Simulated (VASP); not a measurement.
# P in VASP: a series of runs, part 2 of 2

VASP 6.6.1. Earlier steps stand in the parts before.

## 3. Single point, PBE

This run uses another cell than the first one: it holds 8 atoms, not 1.

The input, INCAR:

```
PREC     = Accurate       # precision mode
ENCUT    = 520            # plane-wave cutoff, eV
EDIFF    = 1E-6           # SCF threshold, eV
ISMEAR   = 0              # smearing method
SIGMA    = 0.1            # smearing width, eV
LREAL    = F              # projectors in reciprocal space
LASPH    = T              # aspherical terms in the spheres
NELM     = 100            # most SCF steps
ALGO     = Normal         # electronic algorithm
ISIF     = 2              # what is computed and relaxed
LWAVE    = F              # write WAVECAR
LCHARG   = T              # write CHGCAR
GGA      = PE             # functional
LELF     = T              # ELF
LVHAR    = T            
NBANDS   = 30             # bands
```

The input, KPOINTS:

```
regular mesh
0
Gamma
  4 4 4
```

The input, POSCAR:

```
P
1.0
    2.4489446687     -4.8811383029      0.0000000000
    2.4489446687      4.8811383029      0.0000000000
    0.0000000000      0.0000000000      4.8711106888
P
8
Direct
    0.6253868526      0.8753148361      0.5000400359
    0.8753148361      0.6253868526      1.0000400359
    0.3746131474      0.1246851639      1.0000400359
    0.6253868526      0.8753148361     -0.0000400359
    0.3746131474      0.1246851639      0.4999599641
    0.1246851639      0.3746131474      0.5000400359
    0.8753148361      0.6253868526      0.4999599641
    0.1246851639      0.3746131474     -0.0000400359
```

Potentials or basis: VASP PAW PBE potentials, release 64 (P).

The run is started by

```bash
> cat potpaw_PBE.64/P/POTCAR > POTCAR
> mpirun -np 1 vasp_std > vasp.out
```

OUTCAR:

```text
PREC = Accurate
   ENCUT = 520
   EDIFF = 1E-6
   ISMEAR = 0
   LREAL = F
   LASPH = T
   NELM = 100
   ISIF = 2
   GGA = PE

 ion  position               nearest neighbor table
   1  0.625  0.875  0.500-   4 2.44   4 2.44   7 2.44   5 2.44   6 2.45   6 2.45
   2  0.875  0.625  0.000-   7 2.44   7 2.44   4 2.44   8 2.44   3 2.45   3 2.45
   3  0.375  0.125  0.000-   5 2.44   5 2.44   8 2.44   4 2.44   2 2.45   2 2.45
   4  0.625  0.875  1.000-   1 2.44   1 2.44   2 2.44   3 2.44   8 2.45   8 2.45
   5  0.375  0.125  0.500-   3 2.44   3 2.44   6 2.44   1 2.44   7 2.45   7 2.45
   6  0.125  0.375  0.500-   8 2.44   8 2.44   5 2.44   7 2.44   1 2.45   1 2.45
   7  0.875  0.625  0.500-   2 2.44   2 2.44   1 2.44   6 2.44   5 2.45   5 2.45
   8  0.125  0.375  1.000-   6 2.44   6 2.44   3 2.44   2 2.44   4 2.45   4 2.45

  LATTYP: Found a base centered orthorhombic cell.
 ALAT       =     4.8978893374
 B/A-ratio  =     1.9931598967
 C/A-ratio  =     0.9945326146

  Lattice vectors:

 A1 = (   2.4489446687,  -4.8811383029,   0.0000000000)
 A2 = (   2.4489446687,   4.8811383029,   0.0000000000)
 A3 = (   0.0000000000,   0.0000000000,   4.8711106888)

Analysis of symmetry for initial positions (statically):
=====================================================================
 Subroutine PRICEL returns:
 Original cell was already a primitive cell.

 Routine SETGRP: Setting up the symmetry group for a
 base centered orthorhombic supercell.

 Subroutine GETGRP returns: Found  8 space group operations
 (whereof  4 operations were pure point group operations)
 out of a pool of  8 trial point group operations.

The static configuration has the point symmetry C_2h.
 The point group associated with its full space group is D_2h.

Analysis of symmetry for dynamics (positions and initial velocities):
=====================================================================
 Subroutine PRICEL returns:
 Original cell was already a primitive cell.

 Routine SETGRP: Setting up the symmetry group for a
 base centered orthorhombic supercell.

 Subroutine GETGRP returns: Found  8 space group operations
 (whereof  4 operations were pure point group operations)
 out of a pool of  8 trial point group operations.

The dynamic configuration has the point symmetry C_2h.
 The point group associated with its full space group is D_2h.

 Subroutine INISYM returns: Found  8 space group operations
 (whereof  4 operations are pure point group operations),
 and found     1 'primitive' translations

----------------------------------------------------------------------------------------

                                     Primitive cell

  volume of cell :     116.4550

  direct lattice vectors                    reciprocal lattice vectors
     2.448944669 -4.881138303  0.000000000     0.204169578 -0.102435123  0.000000000
     2.448944669  4.881138303  0.000000000     0.204169578  0.102435123  0.000000000
     0.000000000  0.000000000  4.871110689     0.000000000  0.000000000  0.205291989

  length of vectors
     5.461029310  5.461029310  4.871110689     0.228425417  0.228425417  0.205291989

  position of ions in fractional coordinates (direct lattice)
     0.625386853  0.875314836  0.500040036
     0.875314836  0.625386853  0.000040036
[... 50 lines left out ...]
  0.500000  0.250000  0.000000      4.000000
 -0.250000  0.250000  0.000000      2.000000
[... 13 lines left out ...]
 -0.250000  0.250000  0.500000      2.000000
  0.500000  0.500000  0.500000      1.000000
   k-points           NKPTS =     21   k-points in BZ     NKDIM =     21   number of bands    NBANDS=     30
   number of dos      NEDOS =    301   number of ions     NIONS =      8
   total plane-waves  NPLWV =  63504
   dimension x,y,z NGX =    42 NGY =   42 NGZ =   36
   dimension x,y,z NGXF=    84 NGYF=   84 NGZF=   72
   ions per type =               8
   NGX,Y,Z   is equivalent  to a cutoff of  12.79, 12.79, 12.29 a.u.
   NGXF,Y,Z  is equivalent  to a cutoff of  25.57, 25.57, 24.57 a.u.
 SYSTEM =  unknown system
   PREC   = accura    normal or accurate (medium, high low for compatibility)
   ISTART =      0    job   : 0-new  1-cont  2-samecut
   ICHARG =      2    charge: 1-file 2-atom 10-const
   ISPIN  =      1    spin polarized calculation?
   LNONCOLLINEAR =      F non collinear calculations
   LSORBIT =      F    spin-orbit coupling
   LASPH  =      T    aspherical Exc in radial PAW
   ENCUT  =  520.0 eV  38.22 Ry    6.18 a.u.  10.15 10.15  9.06*2*pi/ulx,y,z
   NELM   =    100;   NELMIN=  2; NELMDL= -5     # of ELM steps
   EDIFF  = 0.1E-05   stopping-criterion for ELM
   LREAL  =      F    real-space projection
   EDIFFG = 0.1E-04   stopping-criterion for IOM
   NSW    =      0    number of steps for IOM
   IBRION =     -1    ionic relax: 0-MD 1-quasi-New 2-CG
   NFREE  =      0    steps in history (QN), initial steepest desc. (CG)
   ISIF   =      2    stress and relaxation
   ISYM   =      2    0-nonsym 1-usesym 2-fastsym
   POTIM  = 0.5000    time-step for ionic-motion
   TEBEG  =    0.0;   TEEND  =   0.0 temperature during run
   PSTRESS=    0.0 pullay stress
   NELECT =      40.0000    total number of electrons
   NUPDOWN=      -1.0000    fix difference up-down
   EMIN   =  10.00;   EMAX   =-10.00  energy-range for DOS
   EFERMI =   0.00;   METHOD = LEGACY
   ISMEAR =     0;   SIGMA  =   0.10  broadening in eV -4-tet -1-fermi 0-gaus
   EFERMI_NEDOS =   21; number of points for ismear=-14 and -15
   IALGO  =     38    algorithm
   IMIX   =      4    mixing-type and parameters
     AMIX     =   0.40;   BMIX     =  1.00
     AMIX_MAG =   1.60;   BMIX_MAG =  1.00
  volume/ion in A,a.u.               =      14.56        98.23
  Fermi-wavevector in a.u.,A,eV,Ry     =   1.146504  2.166578 17.884461  1.314471
  Thomas-Fermi vector in A             =   2.283188
   LORBIT       =      0    0 simple, 1 ext, 2 COOP (PROOUT), +10 PAW based schemes
   GGA     = PE    functional components
   LHFCALC =     F    Hartree Fock is set to
   AEXX    =    0.0000 exact exchange contribution
   IVDW    =     0    specifies the selected vdW correction
   LEPSILON=     F    determine dielectric tensor
   LRPA    =     F    only Hartree local field effects (RPA)
 non-spin polarized calculation
 Gauss-broadening in eV      SIGMA  =   0.10
  energy-cutoff  :      520.00
  volume of cell :      116.45
 maximum number of plane-waves:      3158
 NGX is ok and might be reduce to    42

 number of electron      39.9999999 magnetization

 Free energy of the ion-electron system (eV)
  ---------------------------------------------------
  ext. energy  EPLUGINS =         0.00000000
  ---------------------------------------------------
  free energy    TOTEN  =       -42.18139756 eV

  energy without entropy =      -42.16887818  energy(sigma->0) =      -42.17513787

 E-fermi :   9.5805     XC(G=0): -11.2843

 val. band max:        9.5037259821   @ k =   0.5000   0.0000   0.2500
 cond. band min:       9.6872212625   @ k =   0.2500   0.0000   0.5000
 fundamental gap:      0.1834952804
 Fermi energy:         9.5805425367

 k-point     1 :       0.0000    0.0000    0.0000
  band No.  band energies     occupation
      1      -6.8621      2.00000
      2      -2.5317      2.00000
      3      -2.4868      2.00000
      4      -1.1880      2.00000
      5      -1.1819      2.00000
      6       0.9631      2.00000
[... 682 lines left out ...]
     29      15.7308      0.00000
     30      15.7308      0.00000

------------------------ aborting loop because EDIFF is reached ----------------------------------------

  FORCE on cell =-STRESS in cart. coord.  units (eV):
  Direction    XX          YY          ZZ          XY          YZ          ZX
  --------------------------------------------------------------------------------------
  -------------------------------------------------------------------------------------
  Total       -0.2662041     -0.1579477     -0.1848721      0.0000000      0.0000000      0.0000000
  in kB       -3.6624120     -2.1730310     -2.5434539      0.0000000      0.0000000      0.0000000
  external PRESSURE =      -2.7929656 kB  Pullay stress =       0.0000000 kB

 VOLUME and BASIS-vectors are now :
 -----------------------------------------------------------------------------
  energy-cutoff  :      520.00
  volume of cell :      116.45
      direct lattice vectors                 reciprocal lattice vectors
     2.448944669 -4.881138303  0.000000000     0.204169578 -0.102435123  0.000000000
     2.448944669  4.881138303  0.000000000     0.204169578  0.102435123  0.000000000
     0.000000000  0.000000000  4.871110689     0.000000000  0.000000000  0.205291989

 POSITION                                       TOTAL-FORCE (eV/Angst)
 -----------------------------------------------------------------------------------
      3.67514      1.21993      2.43575         0.000394      0.002108     -0.000511
      3.67514     -1.21993      0.00020         0.000394     -0.002108     -0.000511
      1.22275     -1.21993      0.00020        -0.000394     -0.002108     -0.000511
      3.67514      1.21993      4.87092         0.000394      0.002108      0.000511
      1.22275     -1.21993      2.43536        -0.000394     -0.002108      0.000511
      1.22275      1.21993      2.43575        -0.000394      0.002108     -0.000511
      3.67514     -1.21993      2.43536         0.000394     -0.002108      0.000511
      1.22275      1.21993      4.87092        -0.000394      0.002108      0.000511
 -----------------------------------------------------------------------------------
    total drift:                               -0.000000      0.000000     -0.000000

  FREE ENERGIE OF THE ION-ELECTRON SYSTEM (eV)
  ---------------------------------------------------
  free  energy   TOTEN  =       -42.1813975648 eV

  energy  without entropy=      -42.1688781846  energy(sigma->0) =      -42.17513787
```

Run time: 2.1 min. Hardware: 1 thread of AMD EPYC 9755, shared host; peak memory 0.21 GiB.

What came out:

```yaml
Free_energy: -42.1814 eV
Pressure: -0.3 GPa
Band_gap_on_the_k_mesh: zero (bands 20 and 21 overlap by 2.24 eV)
```

Forces on the atoms (eV/Å):
```
P    0.000  0.002 -0.001
P    0.000 -0.002 -0.001
P    0.000 -0.002 -0.001
P    0.000  0.002  0.001
P    0.000 -0.002  0.001
P    0.000  0.002 -0.001
P    0.000 -0.002  0.001
P    0.000  0.002  0.001
```

Levels at points of the mesh, in eV from the Fermi level:
```
           k point  band 17  band 18  band 19  band 20  band 21  band 22  band 23  band 24
(0.00, 0.00, 0.00)    -3.98    -3.98     0.47     0.47     1.06     2.40     2.40     4.55
(0.50, 0.00, 0.00)    -1.90    -1.90    -0.35    -0.34     0.70     0.72     2.57     2.58
(0.50, 0.50, 0.00)    -2.19    -2.14    -2.05    -1.60     0.57     0.57     1.06     1.06
(0.00, 0.00, 0.50)     0.54     0.54     0.55     0.55     0.57     0.57     3.48     3.48
(0.50, 0.00, 0.50)    -0.82    -0.82    -0.80    -0.80    -0.12    -0.12    -0.10    -0.10
(0.50, 0.50, 0.50)    -2.39    -2.39    -0.97    -0.97    -0.97    -0.97     0.51     0.51
```

## 4. Relaxation of cell and atoms, PBE

This run uses another cell than the first one, of 14.56 Å³/atom.

The input, INCAR:

```
  PREC = Accurate
  ENCUT = 600
  EDIFF = 1E-6
  ISMEAR = 0
  SIGMA = 0.1
  LREAL = False
  LASPH = True
  NELM = 80
  ALGO = Normal
  ISIF = 3
  LWAVE = False
  LCHARG = False
  GGA = PE
  IBRION = 2
  NSW = 100
  EDIFFG = -0.01
```

The input, KPOINTS:

```
regular mesh
0
Gamma
  22 22 22
```

The input, POSCAR:

```
P
1.0
    2.4416897215      0.0000000000      0.0000000000
    0.0000000000      2.4416897215      0.0000000000
    0.0000000000      0.0000000000      2.4416897215
P
1
Direct
    0.0000000000      0.0000000000      0.0000000000
```

The run is started by

```bash
> cat potpaw_PBE.64/P/POTCAR > POTCAR
> mpirun -np 1 vasp_std > vasp.out
```

Run time: 54 s. Hardware: 1 thread of AMD EPYC 9755, shared host; peak memory 0.11 GiB.

Results (log left out):

- Free energy: -5.2758 eV
- Relaxed volume: 14.59 Å³/atom
- Relaxed cell: a = 2.443 Å, b = 2.443 Å, c = 2.443 Å, α = 90.00°, β = 90.00°, γ = 90.00°
- Space group after relaxing (to 0.1 Å): Pm-3m (No. 221)
- Energy gained by relaxing: 0.0 meV/atom
- Ionic steps: 2
- Pressure after relaxing: -0.1 GPa
- Band gap on the k mesh: zero (an odd number of electrons rules out a gap without spin polarisation)

Final structure:
```yaml
crystal:
  lattice:
    - [2.44332, 0.00000, 0.00000]
    - [0.00000, 2.44332, 0.00000]
    - [0.00000, 0.00000, 2.44332]
  atoms:
    - { symbol: P, position: [0.00000, 0.00000, 0.00000] }
```

Levels at points of the mesh, in eV from the Fermi level:
| k point | band 1 | band 2 | band 3 | band 4 | band 5 | band 6 |
| --- | --- | --- | --- | --- | --- | --- |
| (0.00, 0.00, 0.00) | -16.45 | 5.05 | 5.05 | 5.05 | 6.84 | 6.84 |
| (0.50, 0.00, 0.00) | -12.13 | -8.61 | 7.86 | 7.86 | 9.40 | 14.39 |
| (0.50, 0.50, 0.00) | -7.46 | -5.23 | -5.23 | 1.05 | 10.46 | 16.92 |
| (0.50, 0.50, 0.50) | -2.15 | -2.15 | -2.15 | -1.64 | 4.73 | 4.73 |

Caveat: an odd number of electrons without spin polarisation forces a metal; a magnetic or distorted state may lie lower.

## 5. Summary

```tsv
task	cell	k mesh	cutoff (eV)	gap on the mesh (eV)	pressure (GPa)
single point	a = 2.444 Å, 1 atom, atomic positions A	22 × 22 × 22	520	none	-0.3
single point	a = 5.461, b = 5.461, c = 4.871 Å, angles 90.0, 90.0, 126.7°, 8 atoms, atomic positions B	4 × 4 × 4	520	none	-0.3
relaxation of cell and atoms	relaxed from a = 2.442 Å, 1 atom, atomic positions A	22 × 22 × 22	600	none	-0.1
```

Alike in all rows: level PBE; potentials or basis VASP PAW PBE potentials, release 64 (P); no spin polarisation; smearing gaussian 0.1 eV.

Caveats: an odd number of electrons without spin polarisation forces a metal (at least some runs); a magnetic or distorted state may lie lower (at least some runs).

Absolute energies hang on the potentials; compare differences alone.

The gap in the log of VASP goes by the Fermi energy; the results here count the filled bands.